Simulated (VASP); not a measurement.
# KMgF3 (P4/mmm) in VASP: notebook

Runs on KMgF3. Level: PBEsol. Tasks: single point.

All numbers are computed with VASP 6.6.1; they aren't measurements. Logs are shortened: lines on timing, memory, paths and dates and some standing lists are left out, and cuts for length are marked.

## (1) The cell of the first run

It takes space group P4/mmm (No. 123, tetragonal). The conventional cell has a = 3.926 Å, b = 3.926 Å, c = 3.866 Å, α = 90.00°, β = 90.00°, γ = 90.00°. Within 3.6 Å of K (site symmetry 4/mmm) lie 12 F at 2.76 to 2.78 Å and 8 Mg at 3.38 Å. Within 2.6 Å of Mg (site symmetry 4/mmm) lie 6 F at 1.93 to 1.96 Å. F (site symmetry mmm) has 2 Mg at 1.96 Å within 2.6 Å. F (site symmetry 4/mmm) has 2 Mg at 1.93 Å within 2.6 Å.

## (2) Single point, PBEsol (strain -0.015 along x and y, -0.030 along z)

INCAR reads:

```
SYSTEM = KMgF3
  PREC = Accurate
  ENCUT = 520
  EDIFF = 1E-7
  ISMEAR = 0
  SIGMA = 0.05
  LREAL = .False.
  LASPH = .True.
  NELM = 100
  ALGO = Normal
  ISIF = 2
  LWAVE = .False.
  LCHARG = .True.
  GGA = PS
  LELF = .True.
  LVHAR = .True.
  NBANDS = 24
```

KPOINTS reads:

```
Automatic mesh
0
Gamma
  6 6 6
  0 0 0
```

POSCAR reads:

```
KMgF3
1.0
    3.9261115000      0.0000000000      0.0000000000
    0.0000000000      3.9261115000      0.0000000000
    0.0000000000      0.0000000000      3.8663230000
K Mg F
1 1 3
Direct
    0.5000000000      0.5000000000      0.5000000000
    0.0000000000      0.0000000000      0.0000000000
    0.5000000000      0.0000000000      0.0000000000
    0.0000000000      0.5000000000      0.0000000000
    0.0000000000      0.0000000000      0.5000000000
```

Potentials or basis: VASP PAW PBE potentials, release 64 (K_sv, Mg, F).

Run with:

```
$ cat potpaw_PBE.64/K_sv/POTCAR potpaw_PBE.64/Mg/POTCAR potpaw_PBE.64/F/POTCAR > POTCAR
$ mpirun -np 1 vasp_std > vasp.out
```

OUTCAR:

```text
SYSTEM = KMgF3
   PREC = Accurate
   ENCUT = 520
   EDIFF = 1E-7
   ISMEAR = 0
   LREAL = .False.
   LASPH = .True.
   NELM = 100
   ISIF = 2
   GGA = PS

 ion  position               nearest neighbor table
   1  0.500  0.500  0.500-   3 2.76   4 2.76   3 2.76   4 2.76   3 2.76   3 2.76   4 2.76   4 2.76
                             5 2.78   5 2.78   5 2.78   5 2.78   2 3.38   2 3.38   2 3.38   2 3.38
   2  0.000  0.000  0.000-   5 1.93   5 1.93   3 1.96   4 1.96   4 1.96   3 1.96   1 3.38   1 3.38
                             1 3.38   1 3.38   1 3.38   1 3.38   1 3.38   1 3.38
   3  0.500  0.000  0.000-   2 1.96   2 1.96   1 2.76   1 2.76   1 2.76   1 2.76
   4  0.000  0.500  0.000-   2 1.96   2 1.96   1 2.76   1 2.76   1 2.76   1 2.76
   5  0.000  0.000  0.500-   2 1.93   2 1.93   1 2.78   1 2.78   1 2.78   1 2.78

  LATTYP: Found a simple tetragonal cell.
 ALAT       =     3.9261115000
 C/A-ratio  =     0.9847715736

  Lattice vectors:

 A1 = (   3.9261115000,   0.0000000000,   0.0000000000)
 A2 = (   0.0000000000,   3.9261115000,   0.0000000000)
 A3 = (   0.0000000000,   0.0000000000,   3.8663230000)

Analysis of symmetry for initial positions (statically):
=====================================================================
 Subroutine PRICEL returns:
 Original cell was already a primitive cell.

 Routine SETGRP: Setting up the symmetry group for a
 simple tetragonal supercell.

 Subroutine GETGRP returns: Found 16 space group operations
 (whereof 16 operations were pure point group operations)
 out of a pool of 16 trial point group operations.

The static configuration has the point symmetry D_4h.

Analysis of symmetry for dynamics (positions and initial velocities):
=====================================================================
 Subroutine PRICEL returns:
 Original cell was already a primitive cell.

 Routine SETGRP: Setting up the symmetry group for a
 simple tetragonal supercell.

 Subroutine GETGRP returns: Found 16 space group operations
 (whereof 16 operations were pure point group operations)
 out of a pool of 16 trial point group operations.

The dynamic configuration has the point symmetry D_4h.

 Subroutine INISYM returns: Found 16 space group operations
 (whereof 16 operations are pure point group operations),
 and found     1 'primitive' translations

----------------------------------------------------------------------------------------

                                     Primitive cell

  volume of cell :      59.5969

  direct lattice vectors                    reciprocal lattice vectors
     3.926111500  0.000000000  0.000000000     0.254704942  0.000000000  0.000000000
     0.000000000  3.926111500  0.000000000     0.000000000  0.254704942  0.000000000
     0.000000000  0.000000000  3.866323000     0.000000000  0.000000000  0.258643678

  length of vectors
     3.926111500  3.926111500  3.866323000     0.254704942  0.254704942  0.258643678

  position of ions in fractional coordinates (direct lattice)
     0.500000000  0.500000000  0.500000000
     0.000000000  0.000000000  0.000000000
     0.500000000  0.000000000  0.000000000
     0.000000000  0.500000000  0.000000000
     0.000000000  0.000000000  0.500000000

  ion indices of the primitive-cell ions
   primitive index   ion index
                 1           1
                 2           2
                 3           3
                 4           4
                 5           5

----------------------------------------------------------------------------------------

 KPOINTS: Automatic mesh

Automatic generation of k-mesh.
 Grid dimensions read from file:
 generate k-points for:    6    6    6

 Generating k-lattice:

  Cartesian coordinates                     Fractional coordinates (reciprocal lattice)
     0.042450824  0.000000000  0.000000000     0.166666667  0.000000000  0.000000000
     0.000000000  0.042450824  0.000000000     0.000000000  0.166666667  0.000000000
     0.000000000  0.000000000  0.043107280     0.000000000  0.000000000  0.166666667

  Length of vectors
     0.042450824  0.042450824  0.043107280

  Shift w.r.t. Gamma in fractional coordinates (k-lattice)
     0.000000000  0.000000000  0.000000000

 Subroutine IBZKPT returns following result:
 ===========================================

 Found     40 irreducible k-points:

 Following reciprocal coordinates:
            Coordinates               Weight
  0.000000  0.000000  0.000000      1.000000
  0.166667  0.000000  0.000000      4.000000
  0.333333  0.000000  0.000000      4.000000
  0.500000  0.000000  0.000000      2.000000
  0.166667  0.166667  0.000000      4.000000
  0.333333  0.166667  0.000000      8.000000
[... 16 lines left out ...]
  0.333333  0.000000  0.333333      8.000000
  0.500000  0.000000  0.333333      4.000000
 [... further k-points ...]
   k-points           NKPTS =     40   k-points in BZ     NKDIM =     40   number of bands    NBANDS=     24
[... 31 lines left out ...]
   EFERMI =   0.00;   METHOD = LEGACY
   ISMEAR =     0;   SIGMA  =   0.05  broadening in eV -4-tet -1-fermi 0-gaus
   EFERMI_NEDOS =   21; number of points for ismear=-14 and -15
   IALGO  =     38    algorithm
   IMIX   =      4    mixing-type and parameters
     AMIX     =   0.40;   BMIX     =  1.00
     AMIX_MAG =   1.60;   BMIX_MAG =  1.00
  volume/ion in A,a.u.               =      11.92        80.44
  Fermi-wavevector in a.u.,A,eV,Ry     =   1.330609  2.514486 24.089381  1.770520
  Thomas-Fermi vector in A             =   2.459683
   LORBIT       =      0    0 simple, 1 ext, 2 COOP (PROOUT), +10 PAW based schemes
   GGA     = PS    functional components
   LHFCALC =     F    Hartree Fock is set to
   AEXX    =    0.0000 exact exchange contribution
   IVDW    =     0    specifies the selected vdW correction
   LEPSILON=     F    determine dielectric tensor
   LRPA    =     F    only Hartree local field effects (RPA)
 non-spin polarized calculation
 Gauss-broadening in eV      SIGMA  =   0.05
  energy-cutoff  :      520.00
  volume of cell :       59.60
 maximum number of plane-waves:      1628
 NGX is ok and might be reduce to    30
   NGX = 15   NGY = 15   NGZ = 15

 number of electron      31.9999993 magnetization

 Free energy of the ion-electron system (eV)
  ---------------------------------------------------
  ext. energy  EPLUGINS =         0.00000000
  ---------------------------------------------------
  free energy    TOTEN  =       -25.19585795 eV

  energy without entropy =      -25.19585795  energy(sigma->0) =      -25.19585795

 E-fermi :  -1.1312     XC(G=0): -10.2629

 val. band max:       -1.3843795787   @ k =   0.5000   0.5000   0.5000
 cond. band min:       6.1959568467   @ k =   0.0000   0.0000   0.0000
 fundamental gap:      7.5803364254
 Fermi energy:        -1.1312083010

 k-point     1 :       0.0000    0.0000    0.0000
  band No.  band energies     occupation
      1     -26.7547      2.00000
      2     -21.5721      2.00000
      3     -20.8307      2.00000
      4     -20.7951      2.00000
      5     -10.3366      2.00000
      6     -10.3366      2.00000
[... 16 lines left out ...]
     23      13.1998      0.00000
     24      15.9897      0.00000

 k-point     2 :       0.1667    0.0000    0.0000
  band No.  band energies     occupation
      1     -26.7443      2.00000
      2     -21.5429      2.00000
      3     -20.8520      2.00000
      4     -20.8135      2.00000
      5     -10.3239      2.00000
      6     -10.3180      2.00000
[... 16 lines left out ...]
     23      13.1881      0.00000
     24      15.8966      0.00000

 k-point     3 :       0.3333    0.0000    0.0000
  band No.  band energies     occupation
      1     -26.7233      2.00000
      2     -21.4752      2.00000
      3     -20.9401      2.00000
      4     -20.8134      2.00000
      5     -10.2987      2.00000
      6     -10.2801      2.00000
[... 16 lines left out ...]
     23      13.0372      0.00000
     24      15.4491      0.00000
[... 514 lines left out ...]
 k-point    23 :       0.3333    0.0000    0.3333
  band No.  band energies     occupation
      1     -26.6967      2.00000
      2     -21.3127      2.00000
      3     -21.0080      2.00000
      4     -20.8899      2.00000
      5     -10.3937      2.00000
      6     -10.3234      2.00000
[... 16 lines left out ...]
     23      13.4595      0.00000
     24      13.8894      0.00000

 k-point    24 :       0.5000    0.0000    0.3333
  band No.  band energies     occupation
      1     -26.6888      2.00000
      2     -21.2510      2.00000
      3     -21.0190      2.00000
      4     -20.9362      2.00000
      5     -10.3832      2.00000
      6     -10.3811      2.00000
[... 16 lines left out ...]
     23      13.1885      0.00000
     24      14.0819      0.00000

 [... further k-points ...]

------------------------ aborting loop because EDIFF is reached ----------------------------------------

  FORCE on cell =-STRESS in cart. coord.  units (eV):
  Direction    XX          YY          ZZ          XY          YZ          ZX
  --------------------------------------------------------------------------------------
  -------------------------------------------------------------------------------------
  Total        1.6500402      1.6500402      2.4158676      0.0000000      0.0000000      0.0000000
  in kB       44.3589970     44.3589970     64.9471834      0.0000000      0.0000000      0.0000000
  external PRESSURE =      51.2217258 kB  Pullay stress =       0.0000000 kB

 VOLUME and BASIS-vectors are now :
 -----------------------------------------------------------------------------
  energy-cutoff  :      520.00
  volume of cell :       59.60
      direct lattice vectors                 reciprocal lattice vectors
     3.926111500  0.000000000  0.000000000     0.254704942  0.000000000  0.000000000
     0.000000000  3.926111500  0.000000000     0.000000000  0.254704942  0.000000000
     0.000000000  0.000000000  3.866323000     0.000000000  0.000000000  0.258643678

 POSITION                                       TOTAL-FORCE (eV/Angst)
 -----------------------------------------------------------------------------------
      1.96306      1.96306      1.93316         0.000000      0.000000      0.000000
      0.00000      0.00000      0.00000         0.000000      0.000000      0.000000
      1.96306      0.00000      0.00000         0.000000      0.000000      0.000000
      0.00000      1.96306      0.00000         0.000000      0.000000      0.000000
      0.00000      0.00000      1.93316         0.000000      0.000000      0.000000
 -----------------------------------------------------------------------------------
    total drift:                                0.000000     -0.000000      0.000000

  FREE ENERGIE OF THE ION-ELECTRON SYSTEM (eV)
  ---------------------------------------------------
  free  energy   TOTEN  =       -25.1958579457 eV

  energy  without entropy=      -25.1958579457  energy(sigma->0) =      -25.19585795
```

Run time: 85 s. Hardware: 1 thread of Intel Xeon Platinum 8259CL at 2.50GHz (Skylake/Cascade Lake), shared host; peak memory 0.2 GiB.

Results:

```
Free energy            : -25.1959 eV
Pressure               : 5.1 GPa
Band gap on the k mesh : 7.58 eV (least direct gap 7.91 eV)
```

Stress tensor (GPa, compression positive):
```
4.44 0.00 0.00
0.00 4.44 0.00
0.00 0.00 6.49
```

Caveat: the cell differs from its parent crystal (strain -0.015 along x and y, -0.030 along z); the cell stands under pressure; the PAW data sets were made with another functional, which shifts forces and pressure a little. A k mesh can miss the band edges.

## (3) Single point, PBEsol (strain -0.030 along x and y, +0.015 along z)

INCAR reads:

```
ALGO = Normal
EDIFF = 1E-6
ENCUT = 520
GGA = PS
ISIF = 2
ISMEAR = 0
LASPH = True
LCHARG = True
LELF = True
LREAL = False
LVHAR = True
LWAVE = False
NBANDS = 24
NELM = 80
PREC = Accurate
SIGMA = 0.05
```

KPOINTS reads:

```
k-points
0
Gamma
  6 6 6
```

Changes to POSCAR since step 2:

```diff
@@ -2,5 +2,5 @@
 1.0
-    3.9261115000      0.0000000000      0.0000000000
-    0.0000000000      3.9261115000      0.0000000000
-    0.0000000000      0.0000000000      3.8663230000
+    3.8663230000      0.0000000000      0.0000000000
+    0.0000000000      3.8663230000      0.0000000000
+    0.0000000000      0.0000000000      4.0456885000
 K Mg F
```

Potentials or basis: VASP PAW PBE potentials, release 64 (K_sv, Mg, F).

Run with:

```
$ cat potpaw_PBE.64/K_sv/POTCAR potpaw_PBE.64/Mg/POTCAR potpaw_PBE.64/F/POTCAR > POTCAR
$ mpirun -np 1 vasp_std > vasp.out
```

Run time: 61 s. Hardware: 1 thread of Intel Xeon Platinum 8259CL at 2.50GHz (Skylake/Cascade Lake), shared host; peak memory 0.2 GiB.

The run converged. Its results:

| Item | Value |
| --- | --- |
| Free energy | -25.1952 eV |
| Pressure | 4.0 GPa |
| Band gap on the k mesh | 7.43 eV (least direct gap 7.78 eV) |

Stress tensor (GPa, compression positive):
```
5.75 0.00 0.00
0.00 5.75 0.00
0.00 0.00 0.46
```

Levels at points of the mesh, in eV from the valence-band top:
```tsv
k point	band 14	band 15	band 16	band 17	band 18	band 19
(0.00, 0.00, 0.00)	-0.36	-0.35	-0.35	7.43	9.85	10.07
(0.50, 0.00, 0.00)	-0.99	-0.61	-0.59	10.26	10.75	11.21
(0.50, 0.50, 0.00)	-0.84	-0.84	-0.02	11.08	11.93	12.70
(0.00, 0.00, 0.50)	-0.81	-0.59	-0.59	10.10	10.66	10.86
(0.50, 0.00, 0.50)	-1.06	-1.06	-0.09	11.01	11.69	12.72
(0.50, 0.50, 0.50)	-0.05	-0.05	0.00	10.44	10.44	10.45
```

Caveat: the cell differs from its parent crystal (strain -0.030 along x and y, +0.015 along z); the cell stands under pressure; the PAW data sets were made with another functional, which shifts forces and pressure a little.

## (4) Single point, PBEsol (strain -0.030 along x and y, +0.030 along z)

INCAR reads:

```
SYSTEM = KMgF3
ALGO = Normal
EDIFF = 1E-6
ENCUT = 520
GGA = PS
ISIF = 2
ISMEAR = 0
LASPH = .TRUE.
LCHARG = .TRUE.
LELF = .TRUE.
LREAL = .FALSE.
LVHAR = .TRUE.
LWAVE = .FALSE.
NBANDS = 24
NELM = 60
PREC = Accurate
SIGMA = 0.05
```

KPOINTS reads:

```
k-points
0
G
  6 6 6
  0 0 0
```

Changes to POSCAR since step 3:

```diff
@@ -4,3 +4,3 @@
     0.0000000000      3.8663230000      0.0000000000
-    0.0000000000      0.0000000000      4.0456885000
+    0.0000000000      0.0000000000      4.1054770000
 K Mg F
```

Run with:

```
$ cat potpaw_PBE.64/K_sv/POTCAR potpaw_PBE.64/Mg/POTCAR potpaw_PBE.64/F/POTCAR > POTCAR
$ mpirun -np 1 vasp_std > vasp.out
```

Run time: 60 s. Hardware: 1 thread of Intel Xeon Platinum 8259CL at 2.50GHz (Skylake/Cascade Lake), shared host; peak memory 0.21 GiB.

It converged, with:

| Quantity | Value |
| --- | --- |
| Free energy | -25.1942 eV |
| Pressure | 2.9 GPa |
| Band gap on the k mesh | 7.30 eV (least direct gap 7.66 eV) |

Stress tensor (GPa, compression positive):
```
 5.03  0.00  0.00
 0.00  5.03  0.00
 0.00  0.00 -1.45
```

Levels at points of the mesh, in eV from the valence-band top:
```csv
k point,band 14,band 15,band 16,band 17,band 18,band 19
"(0.00, 0.00, 0.00)",-0.36,-0.36,-0.36,7.30,9.80,10.08
"(0.50, 0.00, 0.00)",-0.97,-0.60,-0.58,10.18,10.59,11.20
"(0.50, 0.50, 0.00)",-0.79,-0.79,-0.01,10.99,11.90,12.56
"(0.00, 0.00, 0.50)",-0.76,-0.59,-0.59,9.96,10.48,10.75
"(0.50, 0.00, 0.50)",-1.08,-1.01,-0.11,10.89,11.60,12.52
"(0.50, 0.50, 0.50)",-0.07,-0.07,0.00,10.36,10.36,10.38
```

Caveat: the cell differs from its parent crystal (strain -0.030 along x and y, +0.030 along z); the PAW data sets were made with another functional, which shifts forces and pressure a little.

## (5) Single point, PBEsol (strain +0.000 along x and y, -0.030 along z)

INCAR reads:

```
SYSTEM = KMgF3
PREC     = Accurate       ! precision mode
ENCUT    = 520            ! plane-wave cutoff, eV
EDIFF    = 1E-7           ! SCF threshold, eV
ISMEAR   = 0              ! smearing method
SIGMA    = 0.05           ! smearing width, eV
LREAL    = .FALSE.        ! projectors in reciprocal space
LASPH    = .TRUE.         ! aspherical terms in the spheres
NELM     = 100            ! most SCF steps
ALGO     = Normal         ! electronic algorithm
ISIF     = 2              ! what is computed and relaxed
LWAVE    = .FALSE.        ! write WAVECAR
LCHARG   = .FALSE.        ! write CHGCAR
GGA      = PS             ! functional
NBANDS   = 24             ! bands
```

KPOINTS reads:

```
regular mesh
0
G
  6 6 6
  0 0 0
```

Changes to POSCAR since step 4:

```diff
@@ -2,5 +2,5 @@
 1.0
-    3.8663230000      0.0000000000      0.0000000000
-    0.0000000000      3.8663230000      0.0000000000
-    0.0000000000      0.0000000000      4.1054770000
+    3.9859000000      0.0000000000      0.0000000000
+    0.0000000000      3.9859000000      0.0000000000
+    0.0000000000      0.0000000000      3.8663230000
 K Mg F
```

Run with:

```
$ cat potpaw_PBE.64/K_sv/POTCAR potpaw_PBE.64/Mg/POTCAR potpaw_PBE.64/F/POTCAR > POTCAR
$ mpirun -np 1 vasp_std > vasp.out
```

It took 85 s on 1 thread of Intel Xeon Platinum 8259CL at 2.50GHz (Skylake/Cascade Lake), shared host; peak memory 0.2 GiB.

The run converged. Its results:

```
Free energy            : -25.2317 eV
Pressure               : 2.5 GPa
Band gap on the k mesh : 7.34 eV (least direct gap 7.67 eV)
```

Stress tensor (GPa, compression positive):
```
1.25 0.00 0.00
0.00 1.25 0.00
0.00 0.00 4.91
```

Levels at points of the mesh, in eV from the valence-band top:
| k point | band 13 | band 14 | band 15 | band 16 | band 17 | band 18 | band 19 | band 20 |
| --- | --- | --- | --- | --- | --- | --- | --- | --- |
| (0.00, 0.00, 0.00) | -0.63 | -0.33 | -0.33 | -0.33 | 7.34 | 9.90 | 10.04 | 12.05 |
| (0.50, 0.00, 0.00) | -0.88 | -0.85 | -0.56 | -0.56 | 10.09 | 10.57 | 11.00 | 12.74 |
| (0.50, 0.50, 0.00) | -1.05 | -1.05 | -1.05 | -0.06 | 10.95 | 11.60 | 12.64 | 12.64 |
| (0.00, 0.00, 0.50) | -1.03 | -0.94 | -0.56 | -0.56 | 10.22 | 10.63 | 11.23 | 12.79 |
| (0.50, 0.00, 0.50) | -1.11 | -0.89 | -0.89 | -0.02 | 10.98 | 11.78 | 12.72 | 12.79 |
| (0.50, 0.50, 0.50) | -1.12 | -0.03 | 0.00 | 0.00 | 10.41 | 10.41 | 10.42 | 13.91 |

Caveat: the cell differs from its parent crystal (strain +0.000 along x and y, -0.030 along z); the PAW data sets were made with another functional, which shifts forces and pressure a little.

## (6) Overview

```csv
cell,gap on the mesh (eV),pressure (GPa)
"a = 3.926, b = 3.926, c = 3.866 Å, 5 atoms",7.58,5.1
"a = 3.866, b = 3.866, c = 4.046 Å, 5 atoms",7.43,4.0
"a = 3.866, b = 3.866, c = 4.105 Å, 5 atoms",7.30,2.9
"a = 3.986, b = 3.986, c = 3.866 Å, 5 atoms",7.34,2.5
```

Alike in all rows: task single point; level PBEsol; potentials or basis VASP PAW PBE potentials, release 64 (K_sv, Mg, F); no spin polarisation; k mesh 6 × 6 × 6; cutoff (eV) 520; smearing gaussian 0.05 eV.

Caveats: the PAW data sets were made with another functional, which shifts forces and pressure a little; the cell stands under pressure (at least some runs).

Total energies depend on the potentials used, so only differences within one code and one set of settings carry meaning.
